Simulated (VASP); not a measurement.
# SiC (Cm) in VASP: further runs

SiC is run at these levels: r2SCAN; tasks: single point.

Everything below comes from runs of VASP 6.6.1. Logs are shortened: lines on timing, memory, paths and dates and some standing lists are left out, and cuts for length are marked.

**1. The cell of the first run**

Symmetry: Cm, No. 8, monoclinic system. Conventional cell: a = 5.335 Å, b = 3.080 Å, c = 3.080 Å, α = 90.00°, β = 125.26°, γ = 90.00°. Within 2.3 Å of Si (site symmetry m) lie 4 C at 1.77 to 2.01 Å. C (site symmetry m) has 4 Si at 1.77 to 2.01 Å within 2.3 Å.

**2. Single point, r2SCAN (atom 2 (C) moved by (-0.150, +0.000) A along [1 1 0] and z)**

Input file POSCAR:

```
SiC
1.0
    0.0000000000      2.1781449855      2.1781449855
    2.1781449855      0.0000000000      2.1781449855
    2.1781449855      2.1781449855      0.0000000000
Si C
1 1
Direct
    0.0000000000      0.0000000000      0.0000000000
    0.7500000000      0.7500000000      0.7013044274
```

Input file INCAR.step1:

```
PREC = Accurate ; ENCUT = 520
ISMEAR = 0 ; SIGMA = 0.05
LREAL = F ; LASPH = T
NELM = 80 ; NBANDS = 11
GGA = PE ; ALGO = Normal
EDIFF = 1E-4 ; LWAVE = T
LCHARG = F
```

Input file INCAR.step2:

```
PREC = Accurate ; ENCUT = 520
EDIFF = 1E-6 ; ISMEAR = 0
SIGMA = 0.05 ; LREAL = F
LASPH = T ; NELM = 80
ALGO = Normal ; ISIF = 2
LWAVE = F ; LCHARG = F
METAGGA = R2SCAN ; LMIXTAU = T
NBANDS = 11 ; ISTART = 1
```

Input file KPOINTS:

```
regular mesh
0
Gamma
  10 10 10
```

Potentials or basis: VASP PAW PBE potentials, release 64 (Si, C).

Launch:

```
cat potpaw_PBE.64/Si/POTCAR potpaw_PBE.64/C/POTCAR > POTCAR
cp INCAR.step1 INCAR
mpirun -np 1 vasp_std > vasp.out
cp INCAR.step2 INCAR
mpirun -np 1 vasp_std > vasp.out
```

OUTCAR:

```text
PREC = Accurate
   ENCUT = 520
   EDIFF = 1E-6
   ISMEAR = 0
   LREAL = F
   LASPH = T
   NELM = 80
   ISIF = 2
   METAGGA = R2SCAN
   ISTART = 1

 ion  position               nearest neighbor table
   1  0.000  0.000  0.000-   2 1.77   2 1.89   2 1.89   2 2.01
   2  0.750  0.750  0.701-   1 1.77   1 1.89   1 1.89   1 2.01

  LATTYP: Found a face centered cubic cell.
 ALAT       =     4.3562899710

  Lattice vectors:

 A1 = (   0.0000000000,   2.1781449855,   2.1781449855)
 A2 = (   2.1781449855,   0.0000000000,   2.1781449855)
 A3 = (   2.1781449855,   2.1781449855,   0.0000000000)

Analysis of symmetry for initial positions (statically):
=====================================================================
 Subroutine PRICEL returns:
 Original cell was already a primitive cell.

 Routine SETGRP: Setting up the symmetry group for a
 face centered cubic supercell.

 Subroutine GETGRP returns: Found  2 space group operations
 (whereof  2 operations were pure point group operations)
 out of a pool of 48 trial point group operations.

The static configuration has the point symmetry C_1h.

Analysis of symmetry for dynamics (positions and initial velocities):
=====================================================================
 Subroutine PRICEL returns:
 Original cell was already a primitive cell.

 Routine SETGRP: Setting up the symmetry group for a
 face centered cubic supercell.

 Subroutine GETGRP returns: Found  2 space group operations
 (whereof  2 operations were pure point group operations)
 out of a pool of 48 trial point group operations.

The dynamic configuration has the point symmetry C_1h.

 Subroutine INISYM returns: Found  2 space group operations
 (whereof  2 operations are pure point group operations),
 and found     1 'primitive' translations

----------------------------------------------------------------------------------------

                                     Primitive cell

  volume of cell :      20.6676

  direct lattice vectors                    reciprocal lattice vectors
     0.000000000  2.178144985  2.178144985    -0.229553130  0.229553130  0.229553130
     2.178144985  0.000000000  2.178144985     0.229553130 -0.229553130  0.229553130
     2.178144985  2.178144985  0.000000000     0.229553130  0.229553130 -0.229553130

  length of vectors
     3.080362179  3.080362179  3.080362179     0.397597685  0.397597685  0.397597685

  position of ions in fractional coordinates (direct lattice)
     0.000000000  0.000000000  0.000000000
     0.750000000  0.750000000  0.701304427

  ion indices of the primitive-cell ions
   primitive index   ion index
                 1           1
                 2           2

----------------------------------------------------------------------------------------

 KPOINTS: regular mesh

Automatic generation of k-mesh.
 Grid dimensions read from file:
 generate k-points for:   10   10   10

 Generating k-lattice:

  Cartesian coordinates                     Fractional coordinates (reciprocal lattice)
    -0.022955313  0.022955313  0.022955313     0.100000000  0.000000000  0.000000000
     0.022955313 -0.022955313  0.022955313     0.000000000  0.100000000  0.000000000
     0.022955313  0.022955313 -0.022955313     0.000000000  0.000000000  0.100000000

  Length of vectors
     0.039759768  0.039759768  0.039759768

  Shift w.r.t. Gamma in fractional coordinates (k-lattice)
     0.000000000  0.000000000  0.000000000

 Subroutine IBZKPT returns following result:
 ===========================================

 Found    282 irreducible k-points:

 Following reciprocal coordinates:
            Coordinates               Weight
  0.000000  0.000000  0.000000      1.000000
  0.100000  0.000000  0.000000      4.000000
  0.000000  0.000000  0.100000      2.000000
  0.100000  0.100000  0.100000      2.000000
  0.200000  0.000000  0.000000      4.000000
  0.000000  0.000000  0.200000      2.000000
[... 16 lines left out ...]
  0.200000  0.100000  0.200000      4.000000
  0.100000 -0.100000 -0.100000      4.000000
 [... further k-points ...]
   k-points           NKPTS =    282   k-points in BZ     NKDIM =    282   number of bands    NBANDS=     11
   number of dos      NEDOS =    301   number of ions     NIONS =      2
   total plane-waves  NPLWV =  13824
   dimension x,y,z NGX =    24 NGY =   24 NGZ =   24
   dimension x,y,z NGXF=    48 NGYF=   48 NGZF=   48
   ions per type =               1   1
   NGX,Y,Z   is equivalent  to a cutoff of  12.95, 12.95, 12.95 a.u.
   NGXF,Y,Z  is equivalent  to a cutoff of  25.91, 25.91, 25.91 a.u.
 SYSTEM =  unknown system
   PREC   = accura    normal or accurate (medium, high low for compatibility)
   ISTART =      1    job   : 0-new  1-cont  2-samecut
   ICHARG =      0    charge: 1-file 2-atom 10-const
   ISPIN  =      1    spin polarized calculation?
   LNONCOLLINEAR =      F non collinear calculations
   LSORBIT =      F    spin-orbit coupling
   LASPH  =      T    aspherical Exc in radial PAW
   ENCUT  =  520.0 eV  38.22 Ry    6.18 a.u.   5.73  5.73  5.73*2*pi/ulx,y,z
   NELM   =     80;   NELMIN=  2; NELMDL=  0     # of ELM steps
   EDIFF  = 0.1E-05   stopping-criterion for ELM
   LREAL  =      F    real-space projection
   EDIFFG = 0.1E-04   stopping-criterion for IOM
   NSW    =      0    number of steps for IOM
   IBRION =     -1    ionic relax: 0-MD 1-quasi-New 2-CG
   NFREE  =      0    steps in history (QN), initial steepest desc. (CG)
   ISIF   =      2    stress and relaxation
   ISYM   =      2    0-nonsym 1-usesym 2-fastsym
   POTIM  = 0.5000    time-step for ionic-motion
   TEBEG  =    0.0;   TEEND  =   0.0 temperature during run
   PSTRESS=    0.0 pullay stress
   NELECT =       8.0000    total number of electrons
   NUPDOWN=      -1.0000    fix difference up-down
   EMIN   =  10.00;   EMAX   =-10.00  energy-range for DOS
   EFERMI =   0.00;   METHOD = LEGACY
   ISMEAR =     0;   SIGMA  =   0.05  broadening in eV -4-tet -1-fermi 0-gaus
   EFERMI_NEDOS =   21; number of points for ismear=-14 and -15
   IALGO  =     38    algorithm
   IMIX   =      4    mixing-type and parameters
     AMIX     =   0.40;   BMIX     =  1.00
     AMIX_MAG =   1.60;   BMIX_MAG =  1.00
  volume/ion in A,a.u.               =      10.33        69.74
  Fermi-wavevector in a.u.,A,eV,Ry     =   1.193094  2.254621 19.367534  1.423474
  Thomas-Fermi vector in A             =   2.329117
   LORBIT       =      0    0 simple, 1 ext, 2 COOP (PROOUT), +10 PAW based schemes
   METAGGA = R2SCAN    functional components
   LHFCALC =     F    Hartree Fock is set to
   AEXX    =    0.0000 exact exchange contribution
   IVDW    =     0    specifies the selected vdW correction
   LEPSILON=     F    determine dielectric tensor
   LRPA    =     F    only Hartree local field effects (RPA)
 non-spin polarized calculation
 Gauss-broadening in eV      SIGMA  =   0.05
  energy-cutoff  :      520.00
  volume of cell :       20.67
 maximum number of plane-waves:       568
   NGX = 11   NGY = 11   NGZ = 11

 number of electron       8.0000000 magnetization

 Free energy of the ion-electron system (eV)
  ---------------------------------------------------
  ext. energy  EPLUGINS =         0.00000000
  ---------------------------------------------------
  free energy    TOTEN  =       -19.10378636 eV

  energy without entropy =      -19.10378636  energy(sigma->0) =      -19.10378636

 E-fermi :   8.8953     XC(G=0): -11.9400

 val. band max:        8.6686378687   @ k =   0.0000   0.0000   0.0000
 cond. band min:       9.6476934772   @ k =   0.5000   0.5000   0.0000
 fundamental gap:      0.9790556085
 Fermi energy:         8.8953237151

 k-point     1 :       0.0000    0.0000    0.0000
  band No.  band energies     occupation
      1      -8.2108      2.00000
      2       7.2074      2.00000
      3       8.0017      2.00000
      4       8.6686      2.00000
      5      14.7276      0.00000
      6      15.6647      0.00000
      7      15.7845      0.00000
      8      16.2483      0.00000
      9      23.1729      0.00000
     10      23.1897      0.00000
     11      25.4334      0.00000

 k-point     2 :       0.1000    0.0000    0.0000
  band No.  band energies     occupation
      1      -8.0087      2.00000
      2       6.6885      2.00000
      3       7.4192      2.00000
      4       8.4668      2.00000
      5      14.9684      0.00000
      6      15.7300      0.00000
      7      16.0944      0.00000
      8      16.6978      0.00000
      9      22.2384      0.00000
     10      22.3243      0.00000
     11      25.2697      0.00000

 k-point     3 :       0.0000    0.0000    0.1000
  band No.  band energies     occupation
      1      -8.0063      2.00000
      2       6.3051      2.00000
      3       7.8438      2.00000
      4       8.4905      2.00000
      5      14.9655      0.00000
      6      15.8548      0.00000
      7      16.1544      0.00000
      8      16.5320      0.00000
      9      22.0492      0.00000
     10      22.1281      0.00000
     11      25.6037      0.00000

 k-point     4 :       0.1000    0.1000    0.1000
  band No.  band energies     occupation
      1      -8.0111      2.00000
      2       7.0043      2.00000
      3       7.5880      2.00000
      4       7.8796      2.00000
      5      15.0909      0.00000
      6      15.9312      0.00000
      7      15.9560      0.00000
      8      16.5331      0.00000
      9      22.4311      0.00000
     10      22.4480      0.00000
     11      24.9243      0.00000
[... 239 lines left out ...]
 k-point    22 :       0.1000    0.1000   -0.1000
  band No.  band energies     occupation
      1      -7.4683      2.00000
      2       4.9144      2.00000
      3       7.0256      2.00000
      4       8.0305      2.00000
      5      14.6685      0.00000
      6      15.5993      0.00000
      7      17.5091      0.00000
      8      17.5192      0.00000
      9      19.9785      0.00000
     10      22.8199      0.00000
     11      26.1768      0.00000

 k-point    23 :       0.2000    0.1000    0.2000
  band No.  band energies     occupation
      1      -7.4813      2.00000
      2       5.7307      2.00000
      3       6.6266      2.00000
      4       7.3566      2.00000
      5      14.6167      0.00000
      6      16.0352      0.00000
      7      17.0349      0.00000
      8      17.4322      0.00000
      9      20.3316      0.00000
     10      23.5278      0.00000
     11      25.5224      0.00000

 k-point    24 :       0.1000   -0.1000   -0.1000
  band No.  band energies     occupation
      1      -7.4737      2.00000
      2       5.2717      2.00000
      3       6.6227      2.00000
      4       7.9836      2.00000
      5      14.5881      0.00000
      6      15.6921      0.00000
      7      17.1934      0.00000
      8      17.7534      0.00000
      9      20.1750      0.00000
     10      23.1094      0.00000
     11      25.7658      0.00000

 [... further k-points ...]

------------------------ aborting loop because EDIFF is reached ----------------------------------------

  FORCE on cell =-STRESS in cart. coord.  units (eV):
  Direction    XX          YY          ZZ          XY          YZ          ZX
  --------------------------------------------------------------------------------------
  -------------------------------------------------------------------------------------
  Total        0.2372345      0.2372345      0.5226046      0.4323365     -0.8542823     -0.8542819
  in kB       18.3906953     18.3906953     40.5129121     33.5152246    -66.2249470    -66.2249177
  external PRESSURE =      25.7647676 kB  Pullay stress =       0.0000000 kB

 VOLUME and BASIS-vectors are now :
 -----------------------------------------------------------------------------
  energy-cutoff  :      520.00
  volume of cell :       20.67
      direct lattice vectors                 reciprocal lattice vectors
     0.000000000  2.178144985  2.178144985    -0.229553130  0.229553130  0.229553130
     2.178144985  0.000000000  2.178144985     0.229553130 -0.229553130  0.229553130
     2.178144985  2.178144985  0.000000000     0.229553130  0.229553130 -0.229553130

 POSITION                                       TOTAL-FORCE (eV/Angst)
 -----------------------------------------------------------------------------------
      0.00000      0.00000      0.00000        -2.122104     -2.122104      0.789905
      3.16115      3.16115      3.26722         2.122104      2.122104     -0.789905
 -----------------------------------------------------------------------------------
    total drift:                                0.000031      0.000031      0.000121

  FREE ENERGIE OF THE ION-ELECTRON SYSTEM (eV)
  ---------------------------------------------------
  free  energy   TOTEN  =       -19.1037863602 eV

  energy  without entropy=      -19.1037863602  energy(sigma->0) =      -19.10378636
```

It took 3.2 min on 1 thread of Intel Xeon 8259CL, shared host; peak memory 0.19 GiB.

Results:

```
Free energy            : -19.1038 eV
Pressure               : 2.6 GPa
Largest force          : 3.103 eV/Å
Band gap on the k mesh : 0.98 eV (least direct gap 4.73 eV)
```

Forces on the atoms (eV/Å):
```
Si  -2.122 -2.122  0.790
C    2.122  2.122 -0.790
```

Stress tensor (GPa, compression positive):
```
 1.84  3.35 -6.62
 3.35  1.84 -6.62
-6.62 -6.62  4.05
```

Levels at points of the mesh, in eV from the valence-band top:
```tsv
k point	band 1	band 2	band 3	band 4	band 5	band 6	band 7	band 8
(0.00, 0.00, 0.00)	-16.88	-1.46	-0.67	0.00	6.06	7.00	7.12	7.58
(0.50, 0.00, 0.00)	-13.27	-9.50	-2.35	-1.18	5.17	6.42	7.77	10.25
(0.00, 0.00, 0.50)	-13.09	-9.94	-1.89	-1.26	5.26	6.91	7.68	10.16
(0.50, 0.50, 0.50)	-13.42	-9.09	-2.37	-1.65	5.31	6.46	7.30	10.25
(0.50, 0.50, 0.00)	-11.81	-8.79	-4.01	-3.89	0.98	4.02	14.45	14.54
(0.00, 0.50, 0.50)	-11.83	-8.72	-4.28	-3.73	1.00	4.10	14.40	14.55
```

Caveat: the cell differs from its parent crystal (atom 2 (C) moved by (-0.150, +0.000) A along [1 1 0] and z); the PAW data sets were made with another functional, which shifts forces and pressure a little.

**3. Single point, r2SCAN (atom 2 (C) moved by (-0.150, +0.300) A along [1 1 0] and z)**

Edit POSCAR of step 2 so:

```diff
@@ -9,2 +9,2 @@
     0.0000000000      0.0000000000      0.0000000000
-    0.7500000000      0.7500000000      0.7013044274
+    0.8188659391      0.8188659391      0.6324384883
```

Input file INCAR.step1:

```
PREC = Accurate
ENCUT = 520
ISMEAR = 0
SIGMA = 0.05
LREAL = False
LASPH = True
NELM = 60
NBANDS = 11
GGA = PE
ALGO = Normal
EDIFF = 1E-4
LWAVE = True
LCHARG = False
```

Input file INCAR.step2:

```
PREC = Accurate
ENCUT = 520
EDIFF = 1E-6
ISMEAR = 0
SIGMA = 0.05
LREAL = False
LASPH = True
NELM = 60
ALGO = Normal
ISIF = 2
LWAVE = False
LCHARG = False
METAGGA = R2SCAN
LMIXTAU = True
NBANDS = 11
ISTART = 1
```

KPOINTS is that of step 2.

Potentials or basis: VASP PAW PBE potentials, release 64 (Si, C).

Launch:

```
cat potpaw_PBE.64/Si/POTCAR potpaw_PBE.64/C/POTCAR > POTCAR
cp INCAR.step1 INCAR
mpirun -np 1 vasp_std > vasp.out
cp INCAR.step2 INCAR
mpirun -np 1 vasp_std > vasp.out
```

Run time: 3.5 min. Hardware: 1 thread of Intel Xeon 8259CL, shared host; peak memory 0.19 GiB.

It converged, with:

```
Free energy            : -17.9661 eV
Pressure               : 17.2 GPa
Largest force          : 9.620 eV/Å
Band gap on the k mesh : 0.39 eV (least direct gap 4.32 eV)
```

Forces in eV/Å, atoms in the order of the input:
```
Si  -5.025 -5.025  6.484
C    5.025  5.025 -6.484
```

Stress tensor (GPa, compression positive):
```
 22.55  26.68 -18.63
 26.68  22.55 -18.63
-18.63 -18.63   6.63
```

Levels at points of the mesh, in eV from the valence-band top:
| k point | band 1 | band 2 | band 3 | band 4 | band 5 | band 6 | band 7 | band 8 |
| --- | --- | --- | --- | --- | --- | --- | --- | --- |
| (0.00, 0.00, 0.00) | -17.26 | -2.89 | -0.66 | 0.00 | 5.35 | 6.64 | 6.66 | 7.98 |
| (0.50, 0.00, 0.00) | -13.93 | -9.28 | -3.54 | -1.24 | 4.47 | 5.46 | 7.69 | 9.89 |
| (0.00, 0.00, 0.50) | -13.33 | -10.76 | -2.14 | -1.32 | 4.82 | 6.52 | 7.90 | 9.48 |
| (0.50, 0.50, 0.50) | -13.68 | -10.00 | -2.92 | -0.98 | 4.30 | 5.32 | 8.02 | 10.19 |
| (0.50, 0.50, 0.00) | -12.42 | -8.84 | -5.11 | -3.80 | 0.52 | 3.88 | 13.61 | 14.06 |
| (0.00, 0.50, 0.50) | -12.35 | -9.20 | -4.17 | -4.02 | 0.39 | 3.35 | 13.12 | 14.57 |

Caveat: the cell differs from its parent crystal (atom 2 (C) moved by (-0.150, +0.300) A along [1 1 0] and z); the stress differs along the axes, from 7 to 23 GPa; semilocal functionals underestimate gaps, and a narrow one can read as zero; the PAW data sets were made with another functional, which shifts forces and pressure a little. A k mesh can miss the band edges.
